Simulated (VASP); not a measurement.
Wanted: the native input for a VASP 6.6.1 run.

| Item | Value |
| --- | --- |
| Task | single point |
| Functional | PBE |
| Potentials or basis | VASP PAW PBE potentials, release 64 (Hg) |
| Cutoff | 520 eV |
| k mesh | 8 × 8 × 8 |
| Occupations | fermi-dirac, width 0.05 eV |
| Spin | no spin polarisation |
| Dipole correction | no |
| Further INCAR settings | ALGO = Normal; EDIFF = 1e-07; NBANDS = 19 |

The structure of Hg lies in POSCAR:

```
Hg
1.0
    0.0000000000      3.3303445432      3.3303445432
    3.3303445432      0.0000000000      3.3303445432
    3.3303445432      3.3303445432      0.0000000000
Hg
2
Direct
   -0.1475000000     -0.1175000000     -0.1175000000
    0.1475000000      0.1175000000      0.1175000000
```

This cell differs from its parent crystal: shortest bond scaled by 0.94.

One way to write it, as run:

INCAR

```
ALGO = Normal
EDIFF = 1E-7
ENCUT = 520
GGA = PE
ISIF = 2
ISMEAR = -1
LASPH = T
LCHARG = F
LREAL = F
LWAVE = F
NBANDS = 19
NELM = 60
PREC = Accurate
SIGMA = 0.05
```

KPOINTS

```
k-points
0
Gamma
  8 8 8
```

Potentials or basis: VASP PAW PBE potentials, release 64 (Hg).

Command:

```sh
$ cat potpaw_PBE.64/Hg/POTCAR > POTCAR
$ mpirun -np 1 vasp_std > vasp.out
```

It gave:

```
Pressure               : 2.5 GPa
Largest force          : 0.724 eV/Å
Band gap on the k mesh : zero (bands 12 and 13 overlap by 2.98 eV)
```

Caveat: the cell differs from its parent crystal (shortest bond scaled by 0.94); spin-orbit coupling is left out, which moves the levels of the heavy elements.

Wall time 56 s on 1 thread of Intel(R) Xeon(R) Platinum 8488C (Sapphire Rapids), on a shared host, peak memory 0.24 GiB.
